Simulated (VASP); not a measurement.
# Re (P6_3/mmc) in VASP: settings compared

Aim: see how the results for Re move with the level of theory and the settings. Levels: r2SCAN, LDA. Tasks: single point.

Program: VASP 6.6.1. These are calculated values, not measurements. Logs are shortened: lines on timing, memory, paths and dates and some standing lists are left out, and cuts for length are marked.

### Step 1. The cell of the first run

Symmetry: P6_3/mmc, No. 194, hexagonal system. Conventional cell: a = 2.797 Å, b = 2.797 Å, c = 4.517 Å, α = 90.00°, β = 90.00°, γ = 120.00°. Re (site symmetry -6m2) has 12 Re at 2.78 to 2.80 Å within 3.7 Å.

### Step 2. Single point, r2SCAN

Contents of POSCAR:

```
Re
1.0
    2.7971304821      0.0000000000      0.0000000000
   -1.3985652410      2.4223860552      0.0000000000
    0.0000000000      0.0000000000      4.5168672541
Re
2
Direct
    0.6666666667      0.3333333333      0.7500000000
    0.3333333333      0.6666666667      0.2500000000
```

Contents of INCAR.step1:

```
SYSTEM = Re
PREC = Accurate
ENCUT = 520
ISMEAR = -1
SIGMA = 0.05
LREAL = .False.
LASPH = .True.
NELM = 60
NBANDS = 14
GGA = PE
ALGO = Normal
EDIFF = 1E-4
LWAVE = .True.
LCHARG = .False.
```

Contents of INCAR.step2:

```
SYSTEM = Re
PREC = Accurate
ENCUT = 520
EDIFF = 1E-6
ISMEAR = -1
SIGMA = 0.05
LREAL = .False.
LASPH = .True.
NELM = 60
ALGO = Normal
ISIF = 2
LWAVE = .False.
LCHARG = .False.
METAGGA = R2SCAN
LMIXTAU = .True.
NBANDS = 14
ISTART = 1
```

Contents of KPOINTS:

```
Automatic mesh
0
Gamma
  11 11 6
  0 0 0
```

Potentials or basis: VASP PAW PBE potentials, release 64 (Re).

On the command line:

```bash
$ cat potpaw_PBE.64/Re/POTCAR > POTCAR
$ cp INCAR.step1 INCAR
$ mpirun -np 1 vasp_std > vasp.out
$ cp INCAR.step2 INCAR
$ mpirun -np 1 vasp_std > vasp.out
```

OUTCAR:

```text
SYSTEM = Re
   PREC = Accurate
   ENCUT = 520
   EDIFF = 1E-6
   ISMEAR = -1
   LREAL = .False.
   LASPH = .True.
   NELM = 60
   ISIF = 2
   METAGGA = R2SCAN
   ISTART = 1

 ion  position               nearest neighbor table
   1  0.667  0.333  0.750-   2 2.78   2 2.78   2 2.78   2 2.78   2 2.78   2 2.78
   2  0.333  0.667  0.250-   1 2.78   1 2.78   1 2.78   1 2.78   1 2.78   1 2.78

  LATTYP: Found a hexagonal cell.
 ALAT       =     2.7971304821
 C/A-ratio  =     1.6148217908

  Lattice vectors:

 A1 = (   2.7971304821,   0.0000000000,   0.0000000000)
 A2 = (  -1.3985652410,   2.4223860552,   0.0000000000)
 A3 = (   0.0000000000,   0.0000000000,   4.5168672541)

Analysis of symmetry for initial positions (statically):
=====================================================================
 Subroutine PRICEL returns:
 Original cell was already a primitive cell.

 Routine SETGRP: Setting up the symmetry group for a
 hexagonal supercell.

 Subroutine GETGRP returns: Found 24 space group operations
 (whereof 12 operations were pure point group operations)
 out of a pool of 24 trial point group operations.

The static configuration has the point symmetry D_3d.
 The point group associated with its full space group is D_6h.

Analysis of symmetry for dynamics (positions and initial velocities):
=====================================================================
 Subroutine PRICEL returns:
 Original cell was already a primitive cell.

 Routine SETGRP: Setting up the symmetry group for a
 hexagonal supercell.

 Subroutine GETGRP returns: Found 24 space group operations
 (whereof 12 operations were pure point group operations)
 out of a pool of 24 trial point group operations.

The dynamic configuration has the point symmetry D_3d.
 The point group associated with its full space group is D_6h.

 Subroutine INISYM returns: Found 24 space group operations
 (whereof 12 operations are pure point group operations),
 and found     1 'primitive' translations

----------------------------------------------------------------------------------------

                                     Primitive cell

  volume of cell :      30.6051

  direct lattice vectors                    reciprocal lattice vectors
     2.797130482  0.000000000  0.000000000     0.357509243  0.206408057  0.000000000
    -1.398565241  2.422386055  0.000000000     0.000000000  0.412816115  0.000000000
     0.000000000  0.000000000  4.516867254     0.000000000  0.000000000  0.221392382

  length of vectors
     2.797130482  2.797130482  4.516867254     0.412816115  0.412816115  0.221392382

  position of ions in fractional coordinates (direct lattice)
     0.666666667  0.333333333  0.750000000
     0.333333333  0.666666667  0.250000000

  ion indices of the primitive-cell ions
   primitive index   ion index
                 1           1
                 2           2

----------------------------------------------------------------------------------------

 KPOINTS: Automatic mesh

Automatic generation of k-mesh.
 Grid dimensions read from file:
 generate k-points for:   11   11    6

 Generating k-lattice:

  Cartesian coordinates                     Fractional coordinates (reciprocal lattice)
     0.032500840  0.018764369  0.000000000     0.090909091 -0.000000000  0.000000000
     0.000000000  0.037528738  0.000000000     0.000000000  0.090909091  0.000000000
     0.000000000  0.000000000  0.036898730     0.000000000  0.000000000  0.166666667

  Length of vectors
     0.037528738  0.037528738  0.036898730

  Shift w.r.t. Gamma in fractional coordinates (k-lattice)
     0.000000000  0.000000000  0.000000000

 Subroutine IBZKPT returns following result:
 ===========================================

 Found     64 irreducible k-points:

 Following reciprocal coordinates:
            Coordinates               Weight
  0.000000  0.000000  0.000000      1.000000
  0.090909 -0.000000  0.000000      6.000000
  0.181818 -0.000000  0.000000      6.000000
  0.272727 -0.000000  0.000000      6.000000
  0.363636  0.000000  0.000000      6.000000
  0.454545  0.000000  0.000000      6.000000
[... 16 lines left out ...]
  0.090909  0.090909  0.166667     12.000000
  0.181818  0.090909  0.166667     24.000000
 [... further k-points ...]
   k-points           NKPTS =     64   k-points in BZ     NKDIM =     64   number of bands    NBANDS=     14
   number of dos      NEDOS =    301   number of ions     NIONS =      2
   total plane-waves  NPLWV =  20736
   dimension x,y,z NGX =    24 NGY =   24 NGZ =   36
   dimension x,y,z NGXF=    48 NGYF=   48 NGZF=   72
   ions per type =               2
   NGX,Y,Z   is equivalent  to a cutoff of  14.26, 14.26, 13.25 a.u.
   NGXF,Y,Z  is equivalent  to a cutoff of  28.53, 28.53, 26.50 a.u.
 SYSTEM =  Re
   PREC   = accura    normal or accurate (medium, high low for compatibility)
   ISTART =      1    job   : 0-new  1-cont  2-samecut
   ICHARG =      0    charge: 1-file 2-atom 10-const
   ISPIN  =      1    spin polarized calculation?
   LNONCOLLINEAR =      F non collinear calculations
   LSORBIT =      F    spin-orbit coupling
   LASPH  =      T    aspherical Exc in radial PAW
   ENCUT  =  520.0 eV  38.22 Ry    6.18 a.u.   5.20  5.20  8.40*2*pi/ulx,y,z
   NELM   =     60;   NELMIN=  2; NELMDL=  0     # of ELM steps
   EDIFF  = 0.1E-05   stopping-criterion for ELM
   LREAL  =      F    real-space projection
   EDIFFG = 0.1E-04   stopping-criterion for IOM
   NSW    =      0    number of steps for IOM
   IBRION =     -1    ionic relax: 0-MD 1-quasi-New 2-CG
   NFREE  =      0    steps in history (QN), initial steepest desc. (CG)
   ISIF   =      2    stress and relaxation
   ISYM   =      2    0-nonsym 1-usesym 2-fastsym
   POTIM  = 0.5000    time-step for ionic-motion
   TEBEG  =    0.0;   TEEND  =   0.0 temperature during run
   PSTRESS=    0.0 pullay stress
   NELECT =      14.0000    total number of electrons
   NUPDOWN=      -1.0000    fix difference up-down
   EMIN   =  10.00;   EMAX   =-10.00  energy-range for DOS
   EFERMI =   0.00;   METHOD = LEGACY
   ISMEAR =    -1;   SIGMA  =   0.05  broadening in eV -4-tet -1-fermi 0-gaus
   EFERMI_NEDOS =   21; number of points for ismear=-14 and -15
   IALGO  =     38    algorithm
   IMIX   =      4    mixing-type and parameters
     AMIX     =   0.40;   BMIX     =  1.00
     AMIX_MAG =   1.60;   BMIX_MAG =  1.00
  volume/ion in A,a.u.               =      15.30       103.27
  Fermi-wavevector in a.u.,A,eV,Ry     =   1.261401  2.383702 21.648659  1.591132
  Thomas-Fermi vector in A             =   2.394862
   LORBIT       =      0    0 simple, 1 ext, 2 COOP (PROOUT), +10 PAW based schemes
   METAGGA = R2SCAN    functional components
   LHFCALC =     F    Hartree Fock is set to
   AEXX    =    0.0000 exact exchange contribution
   IVDW    =     0    specifies the selected vdW correction
   LEPSILON=     F    determine dielectric tensor
   LRPA    =     F    only Hartree local field effects (RPA)
 non-spin polarized calculation
  energy-cutoff  :      520.00
  volume of cell :       30.61
 maximum number of plane-waves:       839
 NGX is ok and might be reduce to    24
   NGX = 11   NGY = 11   NGZ = 17

 number of electron      14.0000000 magnetization

 Free energy of the ion-electron system (eV)
  ---------------------------------------------------
  ext. energy  EPLUGINS =         0.00000000
  ---------------------------------------------------
  free energy    TOTEN  =      -104.84746813 eV

  energy without entropy =     -104.83177968  energy(sigma->0) =     -104.83962390

 E-fermi :   7.2069     XC(G=0): -14.7477

 val. band max:        7.1963847190   @ k =   0.2727  -0.0000   0.5000
 cond. band min:       7.2240397376   @ k =   0.3636   0.0909   0.3333
 fundamental gap:      0.0276550186
 Fermi energy:         7.2068812645

 k-point     1 :       0.0000    0.0000    0.0000
  band No.  band energies     occupation
      1      -2.8620      2.00000
      2       0.5699      2.00000
      3       5.6648      2.00000
      4       5.6887      2.00000
      5       5.6887      2.00000
      6       6.4988      2.00000
      7       6.4988      2.00000
      8       7.4201      0.02775
      9       7.4201      0.02775
     10       7.6780      0.00016
     11      10.5420      0.00000
     12      10.5420      0.00000
     13      17.2239      0.00000
     14      21.9816      0.00000

 k-point     2 :       0.0909   -0.0000    0.0000
  band No.  band energies     occupation
      1      -2.5258      2.00000
      2       0.8803      2.00000
      3       5.0466      2.00000
      4       5.9933      2.00000
      5       6.1602      2.00000
      6       6.3175      2.00000
      7       6.5387      2.00000
      8       6.7852      1.99957
      9       7.1771      1.28907
     10       7.3155      0.20438
     11      10.6981      0.00000
     12      11.8176      0.00000
     13      17.1881      0.00000
     14      22.6936      0.00000

 k-point     3 :       0.1818   -0.0000    0.0000
  band No.  band energies     occupation
      1      -1.5933      2.00000
      2       1.6237      2.00000
      3       4.3681      2.00000
      4       4.9303      2.00000
      5       5.7085      2.00000
      6       6.6337      1.99998
      7       6.8766      1.99730
      8       6.9076      1.99498
      9       6.9926      1.97285
     10       7.6082      0.00065
     11      11.0044      0.00000
     12      14.0002      0.00000
     13      16.9802      0.00000
     14      23.8834      0.00000
[... 324 lines left out ...]
 k-point    23 :       0.0909    0.0909    0.1667
  band No.  band energies     occupation
      1      -1.5891      2.00000
      2       1.4685      2.00000
      3       4.5481      2.00000
      4       4.7024      2.00000
      5       5.6892      2.00000
      6       6.1884      2.00000
      7       6.3809      2.00000
      8       6.9788      1.97932
      9       7.6958      0.00011
     10       7.7466      0.00004
     11      10.7806      0.00000
     12      12.5337      0.00000
     13      18.5153      0.00000
     14      23.3026      0.00000

 k-point    24 :       0.1818    0.0909    0.1667
  band No.  band energies     occupation
      1      -0.5183      2.00000
      2       2.2741      2.00000
      3       3.6465      2.00000
      4       4.0237      2.00000
      5       5.3111      2.00000
      6       5.9747      2.00000
      7       6.5741      1.99999
      8       7.5286      0.00321
      9       8.2247      0.00000
     10       8.5979      0.00000
     11      10.9074      0.00000
     12      13.9363      0.00000
     13      18.4827      0.00000
     14      23.3032      0.00000

 [... further k-points ...]

------------------------ aborting loop because EDIFF is reached ----------------------------------------

  FORCE on cell =-STRESS in cart. coord.  units (eV):
  Direction    XX          YY          ZZ          XY          YZ          ZX
  --------------------------------------------------------------------------------------
  -------------------------------------------------------------------------------------
  Total       -2.8237426     -2.8237426     -2.6512896     -0.0000000      0.0000000      0.0000000
  in kB     -147.8230889   -147.8230889   -138.7951654     -0.0000000      0.0000000      0.0000000
  external PRESSURE =    -144.8137810 kB  Pullay stress =       0.0000000 kB

 VOLUME and BASIS-vectors are now :
 -----------------------------------------------------------------------------
  energy-cutoff  :      520.00
  volume of cell :       30.61
      direct lattice vectors                 reciprocal lattice vectors
     2.797130482  0.000000000  0.000000000     0.357509243  0.206408057  0.000000000
    -1.398565241  2.422386055  0.000000000     0.000000000  0.412816115  0.000000000
     0.000000000  0.000000000  4.516867254     0.000000000  0.000000000  0.221392382

 POSITION                                       TOTAL-FORCE (eV/Angst)
 -----------------------------------------------------------------------------------
      1.39857      0.80746      3.38765         0.000000     -0.000000      0.000000
     -0.00000      1.61492      1.12922        -0.000000      0.000000      0.000000
 -----------------------------------------------------------------------------------
    total drift:                               -0.000000      0.000000     -0.000000

  FREE ENERGIE OF THE ION-ELECTRON SYSTEM (eV)
  ---------------------------------------------------
  free  energy   TOTEN  =      -104.8474681278 eV

  energy  without entropy=     -104.8317796793  energy(sigma->0) =     -104.83962390
```

Wall time 84 s (1 thread of Intel Xeon 6975P-C, shared host); peak memory 0.17 GiB.

Results:

```
Free energy            : -104.8475 eV
Pressure               : -14.5 GPa
Band gap on the k mesh : zero (band 7 reaches 8.43 eV, above the bottom of band 8 at 5.56 eV)
```

Caveat: the PAW data sets were made with another functional, which shifts forces and pressure a little; spin-orbit coupling is left out, which moves the levels of the heavy elements.

### Step 3. Single point, r2SCAN

This run uses another cell than the first one, of 15.60 Å³/atom, 1.019 times its volume.

Contents of POSCAR:

```
Re
1.0
    2.8149470801      0.0000000000      0.0000000000
   -1.4074735401      2.4378156817      0.0000000000
    0.0000000000      0.0000000000      4.5456378849
Re
2
Direct
    0.6666666667      0.3333333333      0.7500000000
    0.3333333333      0.6666666667      0.2500000000
```

Contents of INCAR.step1:

```
SYSTEM = Re
ALGO = Normal
EDIFF = 1E-4
ENCUT = 520
GGA = PE
ISMEAR = -1
LASPH = .TRUE.
LCHARG = .FALSE.
LREAL = .FALSE.
LWAVE = .TRUE.
NBANDS = 14
NELM = 100
PREC = Accurate
SIGMA = 0.05
```

Contents of INCAR.step2:

```
SYSTEM = Re
ALGO = Normal
EDIFF = 1E-6
ENCUT = 520
ISIF = 2
ISMEAR = -1
ISTART = 1
LASPH = .TRUE.
LCHARG = .FALSE.
LMIXTAU = .TRUE.
LREAL = .FALSE.
LWAVE = .FALSE.
METAGGA = R2SCAN
NBANDS = 14
NELM = 100
PREC = Accurate
SIGMA = 0.05
```

Contents of KPOINTS:

```
k-points
0
G
  11 11 6
  0 0 0
```

Potentials or basis: VASP PAW PBE potentials, release 64 (Re).

On the command line:

```bash
$ cat potpaw_PBE.64/Re/POTCAR > POTCAR
$ cp INCAR.step1 INCAR
$ mpirun -np 1 vasp_std > vasp.out
$ cp INCAR.step2 INCAR
$ mpirun -np 1 vasp_std > vasp.out
```

Wall time 89 s (1 thread of Intel Xeon 6975P-C, shared host); peak memory 0.17 GiB.

Results (log left out):

* Free energy: -104.7836 eV
* Pressure: -20.5 GPa
* Band gap on the k mesh: zero (band 7 reaches 8.15 eV, above the bottom of band 8 at 5.38 eV)

Stress tensor (GPa, compression positive):
```
-20.76   0.00   0.00
  0.00 -20.76   0.00
  0.00   0.00 -19.87
```

Levels at points of the mesh, in eV from the Fermi level:
| k point | band 5 | band 6 | band 7 | band 8 | band 9 | band 10 |
| --- | --- | --- | --- | --- | --- | --- |
| (0.00, 0.00, 0.00) | -1.47 | -0.68 | -0.68 | 0.21 | 0.21 | 0.44 |
| (0.00, 0.00, 0.50) | -1.60 | -1.60 | -1.60 | -1.60 | 2.45 | 2.45 |

Caveat: the PAW data sets were made with another functional, which shifts forces and pressure a little; spin-orbit coupling is left out, which moves the levels of the heavy elements.

### Step 4. Single point, LDA (volume scaled by 1.04)

Contents of INCAR:

```
PREC = Accurate
ENCUT = 520
EDIFF = 1E-6
ISMEAR = 1
SIGMA = 0.1
LREAL = False
LASPH = True
NELM = 80
ALGO = Normal
ISIF = 2
LWAVE = False
LCHARG = True
LELF = True
LVHAR = True
NBANDS = 14
```

Contents of KPOINTS:

```
Automatic mesh
0
Gamma
  11 11 6
```

Contents of POSCAR:

```
Re
1.0
    2.7372962303      0.0000000000      0.0000000000
   -1.3686481151      2.3705680731      0.0000000000
    0.0000000000      0.0000000000      4.4159720978
Re
2
Direct
    0.6666666667      0.3333333333      0.7500000000
    0.3333333333      0.6666666667      0.2500000000
```

Potentials or basis: VASP PAW LDA potentials, release 64 (Re).

On the command line:

```bash
$ cat potpaw_LDA.64/Re/POTCAR > POTCAR
$ mpirun -np 1 vasp_std > vasp.out
```

It took 18 s on 1 thread of AMD EPYC 7R13 (Zen 3), shared host; peak memory 0.11 GiB.

Results (log left out):

| Item | Value |
| --- | --- |
| Free energy | -27.5254 eV |
| Pressure | 1.5 GPa |
| Band gap on the k mesh | zero (band 7 reaches 9.72 eV, above the bottom of band 8 at 6.37 eV) |

Levels at points of the mesh, in eV from the Fermi level:
```tsv
k point	band 3	band 4	band 5	band 6	band 7	band 8	band 9	band 10	band 11	band 12
(0.00, 0.00, 0.00)	-1.71	-1.71	-1.69	-0.83	-0.83	0.12	0.12	0.78	3.44	3.44
(0.00, 0.00, 0.50)	-2.47	-2.47	-1.84	-1.84	-1.84	-1.84	2.60	2.60	2.60	2.60
```

Caveat: the cell differs from its parent crystal (volume scaled by 1.04); spin-orbit coupling is left out, which moves the levels of the heavy elements.

### Step 5. Summary

| level | potentials or basis | cell | smearing | gap on the mesh (eV) | pressure (GPa) |
| --- | --- | --- | --- | --- | --- |
| r2SCAN | VASP PAW PBE potentials, release 64 (Re) | a = 2.797, b = 2.797, c = 4.517 Å, angles 90.0, 90.0, 120.0°, 2 atoms | fermi-dirac 0.05 eV | none | -14.5 |
| r2SCAN | VASP PAW PBE potentials, release 64 (Re) | a = 2.815, b = 2.815, c = 4.546 Å, angles 90.0, 90.0, 120.0°, 2 atoms | fermi-dirac 0.05 eV | none | -20.5 |
| LDA | VASP PAW LDA potentials, release 64 (Re) | a = 2.737, b = 2.737, c = 4.416 Å, angles 90.0, 90.0, 120.0°, 2 atoms | methfessel-paxton 0.1 eV | none | 1.5 |

Alike in all rows: task single point; no spin polarisation; k mesh 11 × 11 × 6; cutoff (eV) 520.

Caveats: spin-orbit coupling is left out, which moves the levels of the heavy elements; the PAW data sets were made with another functional, which shifts forces and pressure a little (some runs).

Absolute energies hang on the potentials; compare differences alone.
